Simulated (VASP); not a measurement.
# Si (Fd-3m) in VASP: notebook

Runs on Si. Level: r2SCAN. Tasks: single point, relaxation of cell and atoms.

Program: VASP 6.6.1. These are calculated values, not measurements. Logs are shortened: lines on timing, memory, paths and dates and some standing lists are left out, and cuts for length are marked.

**1. The cell of the first run**

Symmetry: Fd-3m, No. 227, cubic system. The conventional cell has a = 5.444 Å, b = 5.444 Å, c = 5.444 Å, α = 90.00°, β = 90.00°, γ = 90.00°. Si (site symmetry -43m) has 4 Si at 2.36 Å within 3.1 Å.

**2. Single point, r2SCAN**

Input file POSCAR:

```
Si
1.0
    0.0000000000      2.7221022931      2.7221022931
    2.7221022931      0.0000000000      2.7221022931
    2.7221022931      2.7221022931      0.0000000000
Si
2
Direct
   -0.1250000000     -0.1250000000     -0.1250000000
    0.1250000000      0.1250000000      0.1250000000
```

Input file INCAR.step1:

```
SYSTEM = Si
PREC = Accurate
ENCUT = 520
ISMEAR = -1
SIGMA = 0.02
LREAL = .FALSE.
LASPH = .TRUE.
NELM = 60
NBANDS = 11
GGA = PE
ALGO = Normal
EDIFF = 1E-4
LWAVE = .TRUE.
LCHARG = .FALSE.
```

Input file INCAR.step2:

```
SYSTEM = Si
PREC = Accurate
ENCUT = 520
EDIFF = 1E-7
ISMEAR = -1
SIGMA = 0.02
LREAL = .FALSE.
LASPH = .TRUE.
NELM = 60
ALGO = Normal
ISIF = 2
LWAVE = .FALSE.
LCHARG = .TRUE.
METAGGA = R2SCAN
LMIXTAU = .TRUE.
LELF = .TRUE.
LVHAR = .TRUE.
NBANDS = 11
ISTART = 1
```

Input file KPOINTS:

```
Automatic mesh
0
G
  11 11 11
  0 0 0
```

Potentials or basis: VASP PAW PBE potentials, release 64 (Si).

Launch:

```
$ cat potpaw_PBE.64/Si/POTCAR > POTCAR
$ cp INCAR.step1 INCAR
$ mpirun -np 1 vasp_std > vasp.out
$ cp INCAR.step2 INCAR
$ mpirun -np 1 vasp_std > vasp.out
```

OUTCAR:

```text
SYSTEM = Si
   PREC = Accurate
   ENCUT = 520
   EDIFF = 1E-7
   ISMEAR = -1
   LREAL = .FALSE.
   LASPH = .TRUE.
   NELM = 60
   ISIF = 2
   METAGGA = R2SCAN
   ISTART = 1

 ion  position               nearest neighbor table
   1  0.875  0.875  0.875-   2 2.36   2 2.36   2 2.36   2 2.36
   2  0.125  0.125  0.125-   1 2.36   1 2.36   1 2.36   1 2.36

  LATTYP: Found a face centered cubic cell.
 ALAT       =     5.4442045862

  Lattice vectors:

 A1 = (   0.0000000000,   2.7221022931,   2.7221022931)
 A2 = (   2.7221022931,   0.0000000000,   2.7221022931)
 A3 = (   2.7221022931,   2.7221022931,   0.0000000000)

Analysis of symmetry for initial positions (statically):
=====================================================================
 Subroutine PRICEL returns:
 Original cell was already a primitive cell.

 Routine SETGRP: Setting up the symmetry group for a
 face centered cubic supercell.

 Subroutine GETGRP returns: Found 48 space group operations
 (whereof 12 operations were pure point group operations)
 out of a pool of 48 trial point group operations.

The static configuration has the point symmetry D_3d.
 The point group associated with its full space group is O_h .

Analysis of symmetry for dynamics (positions and initial velocities):
=====================================================================
 Subroutine PRICEL returns:
 Original cell was already a primitive cell.

 Routine SETGRP: Setting up the symmetry group for a
 face centered cubic supercell.

 Subroutine GETGRP returns: Found 48 space group operations
 (whereof 12 operations were pure point group operations)
 out of a pool of 48 trial point group operations.

The dynamic configuration has the point symmetry D_3d.
 The point group associated with its full space group is O_h .

 Subroutine INISYM returns: Found 48 space group operations
 (whereof 12 operations are pure point group operations),
 and found     1 'primitive' translations

----------------------------------------------------------------------------------------

                                     Primitive cell

  volume of cell :      40.3407

  direct lattice vectors                    reciprocal lattice vectors
     0.000000000  2.722102293  2.722102293    -0.183681562  0.183681562  0.183681562
     2.722102293  0.000000000  2.722102293     0.183681562 -0.183681562  0.183681562
     2.722102293  2.722102293  0.000000000     0.183681562  0.183681562 -0.183681562

[... 90 lines left out ...]
   ISYM   =      2    0-nonsym 1-usesym 2-fastsym
   POTIM  = 0.5000    time-step for ionic-motion
   TEBEG  =    0.0;   TEEND  =   0.0 temperature during run
   PSTRESS=    0.0 pullay stress
   NELECT =       8.0000    total number of electrons
   NUPDOWN=      -1.0000    fix difference up-down
   EMIN   =  10.00;   EMAX   =-10.00  energy-range for DOS
   EFERMI =   0.00;   METHOD = LEGACY
   ISMEAR =    -1;   SIGMA  =   0.02  broadening in eV -4-tet -1-fermi 0-gaus
   EFERMI_NEDOS =   21; number of points for ismear=-14 and -15
   IALGO  =     38    algorithm
   IMIX   =      4    mixing-type and parameters
     AMIX     =   0.40;   BMIX     =  1.00
     AMIX_MAG =   1.60;   BMIX_MAG =  1.00
  volume/ion in A,a.u.               =      20.17       136.12
  Fermi-wavevector in a.u.,A,eV,Ry     =   0.954678  1.804080 12.400495  0.911411
  Thomas-Fermi vector in A             =   2.083447
   LORBIT       =      0    0 simple, 1 ext, 2 COOP (PROOUT), +10 PAW based schemes
   METAGGA = R2SCAN    functional components
   LHFCALC =     F    Hartree Fock is set to
   AEXX    =    0.0000 exact exchange contribution
   IVDW    =     0    specifies the selected vdW correction
   LEPSILON=     F    determine dielectric tensor
   LRPA    =     F    only Hartree local field effects (RPA)
 non-spin polarized calculation
  energy-cutoff  :      520.00
  volume of cell :       40.34
 maximum number of plane-waves:      1099
 NGX is ok and might be reduce to    30
   NGX = 15   NGY = 15   NGZ = 15

 number of electron       8.0000000 magnetization

 Free energy of the ion-electron system (eV)
  ---------------------------------------------------
  ext. energy  EPLUGINS =         0.00000000
  ---------------------------------------------------
  free energy    TOTEN  =       -17.55016270 eV

  energy without entropy =      -17.55016270  energy(sigma->0) =      -17.55016270

 E-fermi :   6.0298     XC(G=0):  -9.8257

 val. band max:        5.6620480214   @ k =   0.0000   0.0000   0.0000
 cond. band min:       6.4758365740   @ k =   0.4545   0.4545   0.0000
 fundamental gap:      0.8137885526
 Fermi energy:         6.0297960381

 k-point     1 :       0.0000    0.0000    0.0000
  band No.  band energies     occupation
      1      -6.8114      2.00000
      2       5.6620      2.00000
      3       5.6620      2.00000
      4       5.6620      2.00000
      5       8.4171      0.00000
      6       8.4171      0.00000
      7       8.4171      0.00000
      8       9.5593      0.00000
      9      13.7854      0.00000
     10      13.7854      0.00000
     11      14.3314      0.00000
[... 309 lines left out ...]
 k-point    24 :      -0.1818    0.1818    0.0000
  band No.  band energies     occupation
      1      -5.6363      2.00000
      2       1.4568      2.00000
      3       2.8842      2.00000
      4       4.9353      2.00000
      5       8.9543      0.00000
      6       9.6706      0.00000
      7      10.0407      0.00000
      8      11.8097      0.00000
      9      12.1357      0.00000
     10      16.3199      0.00000
     11      17.0598      0.00000

 [... further k-points ...]

------------------------ aborting loop because EDIFF is reached ----------------------------------------

  FORCE on cell =-STRESS in cart. coord.  units (eV):
  Direction    XX          YY          ZZ          XY          YZ          ZX
  --------------------------------------------------------------------------------------
  -------------------------------------------------------------------------------------
  Total       -0.0610639     -0.0610639     -0.0610639      0.0000000     -0.0000000     -0.0000000
  in kB       -2.4252250     -2.4252250     -2.4252250      0.0000000     -0.0000000     -0.0000000
  external PRESSURE =      -2.4252250 kB  Pullay stress =       0.0000000 kB

 VOLUME and BASIS-vectors are now :
 -----------------------------------------------------------------------------
  energy-cutoff  :      520.00
  volume of cell :       40.34
      direct lattice vectors                 reciprocal lattice vectors
     0.000000000  2.722102293  2.722102293    -0.183681562  0.183681562  0.183681562
     2.722102293  0.000000000  2.722102293     0.183681562 -0.183681562  0.183681562
     2.722102293  2.722102293  0.000000000     0.183681562  0.183681562 -0.183681562

 POSITION                                       TOTAL-FORCE (eV/Angst)
 -----------------------------------------------------------------------------------
      4.76368      4.76368      4.76368        -0.000000      0.000000      0.000000
      0.68053      0.68053      0.68053         0.000000     -0.000000     -0.000000
 -----------------------------------------------------------------------------------
    total drift:                               -0.000000      0.000000      0.000000

  FREE ENERGIE OF THE ION-ELECTRON SYSTEM (eV)
  ---------------------------------------------------
  free  energy   TOTEN  =       -17.5501627004 eV

  energy  without entropy=      -17.5501627004  energy(sigma->0) =      -17.55016270
```

OSZICAR.step1:

```text
N       E                     dE             d eps       ncg     rms          rms(c)
DAV:   1     0.400707214731E+01    0.40071E+01   -0.31779E+03  1232   0.584E+02
DAV:   2    -0.106163800208E+02   -0.14623E+02   -0.14063E+02  1613   0.768E+01
DAV:   3    -0.110202038200E+02   -0.40382E+00   -0.40299E+00  1609   0.112E+01
DAV:   4    -0.110232571813E+02   -0.30534E-02   -0.30531E-02  1455   0.123E+00
DAV:   5    -0.110232899527E+02   -0.32771E-04   -0.32771E-04  1594   0.117E-01    0.483E+00
DAV:   6    -0.109017615194E+02    0.12153E+00   -0.69080E-02  1382   0.108E+00    0.295E+00
DAV:   7    -0.108460218062E+02    0.55740E-01   -0.13380E-01  1382   0.161E+00    0.177E-01
DAV:   8    -0.108472816517E+02   -0.12598E-02   -0.59384E-03  1417   0.415E-01    0.804E-02
DAV:   9    -0.108474874885E+02   -0.20584E-03   -0.19651E-04  1534   0.857E-02    0.591E-02
DAV:  10    -0.108475126769E+02   -0.25188E-04   -0.21389E-05   894   0.270E-02
   1 F= -.10847513E+02 E0= -.10847513E+02  d E =-.104573E-08
```

It took 46 s on 1 thread of Intel Xeon 6975P-C (Granite Rapids), shared host; peak memory 0.17 GiB.

What came out:

- Free energy: -17.5502 eV
- Pressure: -0.2 GPa
- Band gap on the k mesh: 0.81 eV, indirect (least direct gap 2.76 eV)

Levels at points of the mesh, in eV from the valence-band top:
| k point | band 1 | band 2 | band 3 | band 4 | band 5 | band 6 | band 7 | band 8 | band 9 |
| --- | --- | --- | --- | --- | --- | --- | --- | --- | --- |
| (0.00, 0.00, 0.00) | -12.47 | 0.00 | 0.00 | 0.00 | 2.76 | 2.76 | 2.76 | 3.90 | 8.12 |

Caveat: the PAW data sets were made with another functional, which shifts forces and pressure a little.

**3. Relaxation of cell and atoms, r2SCAN**

This run uses another cell than the first one, of 20.03 Å³/atom, 0.993 times its volume.

Input file POSCAR:

```
Si
1.0
    0.0000000000      2.7157741474      2.7157741474
    2.7157741474      0.0000000000      2.7157741474
    2.7157741474      2.7157741474      0.0000000000
Si
2
Direct
   -0.1250000000     -0.1250000000     -0.1250000000
    0.1250000000      0.1250000000      0.1250000000
```

Input file INCAR.step1:

```
PREC = Accurate ; ENCUT = 600
ISMEAR = -1 ; SIGMA = 0.02
LREAL = F ; LASPH = T
NELM = 60 ; GGA = PE
ALGO = Normal ; EDIFF = 1E-4
LWAVE = T ; LCHARG = F
```

Input file INCAR.step2:

```
PREC = Accurate ; ENCUT = 600
EDIFF = 1E-6 ; ISMEAR = -1
SIGMA = 0.02 ; LREAL = F
LASPH = T ; NELM = 60
ALGO = Normal ; ISIF = 3
LWAVE = F ; LCHARG = F
METAGGA = R2SCAN ; LMIXTAU = T
IBRION = 2 ; NSW = 60
EDIFFG = -0.005 ; ISTART = 1
```

Input file KPOINTS:

```
Automatic mesh
0
Gamma
  11 11 11
```

Potentials or basis: VASP PAW PBE potentials, release 64 (Si).

Launch:

```
$ cat potpaw_PBE.64/Si/POTCAR > POTCAR
$ cp INCAR.step1 INCAR
$ mpirun -np 1 vasp_std > vasp.out
$ cp INCAR.step2 INCAR
$ mpirun -np 1 vasp_std > vasp.out
```

It took 78 s on 1 thread of Intel Xeon Platinum 8375C at 2.90GHz (Ice Lake), shared host; peak memory 0.19 GiB.

Results (log left out):

```
Free energy                            : -17.5499 eV
Relaxed volume                         : 20.12 Å³/atom
Relaxed cell                           : a = 3.846 Å, b = 3.846 Å, c = 3.846 Å, α = 60.00°, β = 60.00°, γ = 60.00°
Space group after relaxing (to 0.05 Å) : Fd-3m (No. 227)
Energy gained by relaxing              : 0.1 meV/atom
Ionic steps                            : 3
Pressure after relaxing                : 0.0 GPa
Band gap on the k mesh                 : 0.81 eV, indirect (least direct gap 2.76 eV)
```

The path:
```
step  energy change (eV)  largest force (eV/Å)  pressure (GPa)  volume (Å³)
   1              0.0000                0.0000            0.45        40.06
   2             -0.0001                0.0000           -0.34        40.39
   3             -0.0002                0.0000            0.01        40.24
```

Final structure:
```cif
data_structure
_symmetry_space_group_name_H-M 'P 1'
_symmetry_Int_Tables_number 1
_cell_length_a 3.8465
_cell_length_b 3.8465
_cell_length_c 3.8465
_cell_angle_alpha 60.000
_cell_angle_beta 60.000
_cell_angle_gamma 60.000
_cell_volume 40.24
loop_
_atom_site_label
_atom_site_type_symbol
_atom_site_fract_x
_atom_site_fract_y
_atom_site_fract_z
_atom_site_occupancy
Si1 Si 0.87500 0.87500 0.87500 1
Si2 Si 0.12500 0.12500 0.12500 1
```

Levels at points of the mesh, in eV from the valence-band top:
| k point | band 2 | band 3 | band 4 | band 5 | band 6 | band 7 |
| --- | --- | --- | --- | --- | --- | --- |
| (0.00, 0.00, 0.00) | 0.00 | 0.00 | 0.00 | 2.76 | 2.76 | 2.76 |

Caveat: the PAW data sets were made with another functional, which shifts forces and pressure a little.
